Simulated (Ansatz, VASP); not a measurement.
## One calculation of Ge5Pd, two programs

```
Ge Pd
1.0
     0.00000    3.88203    3.88203
     3.88203    0.00000    3.88203
     3.88203    3.88203    0.00000
Ge Pd
5 1
Direct
  0.12459 0.62514 0.62514
  0.62514 0.62514 0.62514
  0.62514 0.12459 0.62514
  0.62514 0.62514 0.12459
  0.25000 0.25000 0.25000
  0.00000 0.00000 0.00000
```

Change from the starting cell: species swapped into the Be5Au type (F-43m, No. 216).

Alike in both runs: functional PBE; k mesh 8 × 8 × 8; occupations gaussian, width 0.1 eV; no spin polarisation.

Ansatz relaxed the structure, and its values are those at the end. VASP's run is a single point on that final structure, the one shown.

|  | VASP | Ansatz |
| --- | --- | --- |
| version | VASP 6.6.1 | Ansatz 0.2.0 |
| potentials or method | VASP PAW PBE potentials, release 64 (Ge_d, Pd), cutoff 520 eV | scalar-relativistic, plane waves, PAW |
| valence electrons in the cell | 80 | 88 |

|  | VASP | Ansatz | Ansatz less VASP |
| --- | --- | --- | --- |
| gap on the k mesh at the Fermi level (eV) | none | none | - |
| pressure (GPa) | 0.0 | 0.0 | -0.06 |

A gap of «none» marks a metal or a gap that the smearing closes. The functional is the same, so the differences come from potentials, cutoffs and numerics. VASP's potentials hold 80 valence electrons a cell and Ansatz's 88, so a difference there can come from the potentials and not from the codes.
